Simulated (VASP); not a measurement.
# Cd: single point with PBEsol

The system is Cd.

```
CELL_PARAMETERS angstrom
2.93027 0.00000 0.00000
-1.46514 2.53769 0.00000
0.00000 0.00000 5.30634
ATOMIC_POSITIONS crystal
Cd 0.33333 0.66667 0.25000
Cd 0.66667 0.33333 0.75000
```

```yaml
Program: VASP 6.6.1
Task: single point
Functional: PBEsol
Potentials_or_basis: VASP PAW PBE potentials, release 64 (Cd)
Cutoff: 500 eV
k_mesh: 18 × 18 × 8
Occupations: fermi-dirac, width 0.1 eV
Spin: no spin polarisation
Dipole_correction: no
Further_INCAR_settings: ALGO = Normal; EDIFF = 1e-06; NBANDS = 19
```

The pressure is 4.5 GPa and the band gap on the k mesh is zero (bands 12 and 13 overlap by 3.84 eV).

Stress tensor (GPa, compression positive):
```
4.56 0.00 0.00
0.00 4.56 0.00
0.00 0.00 4.38
```

Levels at points of the mesh, in eV from the Fermi level:
```tsv
k point	band 9	band 10	band 11	band 12	band 13	band 14	band 15	band 16
(0.00, 0.00, 0.00)	-8.99	-8.61	-8.61	-3.46	-2.61	12.09	14.33	15.02
(0.50, 0.00, 0.00)	-8.37	-8.33	-2.87	-2.20	2.24	2.99	3.73	5.48
(0.00, 0.00, 0.50)	-8.77	-8.77	-7.97	-7.97	4.56	4.56	14.69	14.69
(0.50, 0.00, 0.50)	-8.35	-8.35	-2.00	-2.00	0.05	0.05	8.87	8.87
```

It took 41 s on 1 thread of Intel(R) Xeon(R) 6975P-C (Granite Rapids), with other jobs on the host, peak memory 0.23 GiB.

Caveat: the cell stands under pressure; the PAW data sets were made with another functional, which shifts forces and pressure a little.
